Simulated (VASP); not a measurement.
AgIrC6N6, 14 atoms in the cell. Symmetry: Fm-3m, No. 225, cubic system. The conventional cell has a = 10.729 Å, b = 10.729 Å, c = 10.729 Å, α = 90.00°, β = 90.00°, γ = 90.00°. Ag (site symmetry m-3m) has 6 C at 2.21 Å within 2.9 Å. Within 2.6 Å of Ir (site symmetry m-3m) lie 6 N at 1.99 Å. Within 1.6 Å of C (site symmetry 4mm) lie 1 N at 1.16 Å. N (site symmetry 4mm) has 1 C at 1.16 Å within 1.6 Å. 

| Property | Result |
| --- | --- |
| Program | VASP 6.6.1 |
| Task | single point |
| Functional | PBE |
| Potentials or basis | VASP PAW PBE potentials, release 64 (Ag, Ir, C, N) |
| Cutoff | 520 eV |
| k mesh | 6 × 6 × 6 |
| Occupations | gaussian, width 0.1 eV |
| Spin | no spin polarisation |
| Dipole correction | no |
| Further INCAR settings | ALGO = Normal; EDIFF = 1e-06; NBANDS = 50 |

Potentials or basis: VASP PAW PBE potentials, release 64 (Ag, Ir, C, N).

Command:

```console
$ cat potpaw_PBE.64/Ag/POTCAR potpaw_PBE.64/Ir/POTCAR potpaw_PBE.64/C/POTCAR potpaw_PBE.64/N/POTCAR > POTCAR
$ mpirun -np 1 vasp_std > vasp.out
```

Hardware: 1 thread of AMD EPYC 9R45 96-Core Processor (Zen 5), with other jobs on the host.

How long does it take, and how much memory?

Run time: 4.3 min on 1 thread of AMD EPYC 9R45 96-Core Processor (Zen 5), on a shared host, peak memory 0.54 GiB. Counts: scf iterations 17, k points 16.
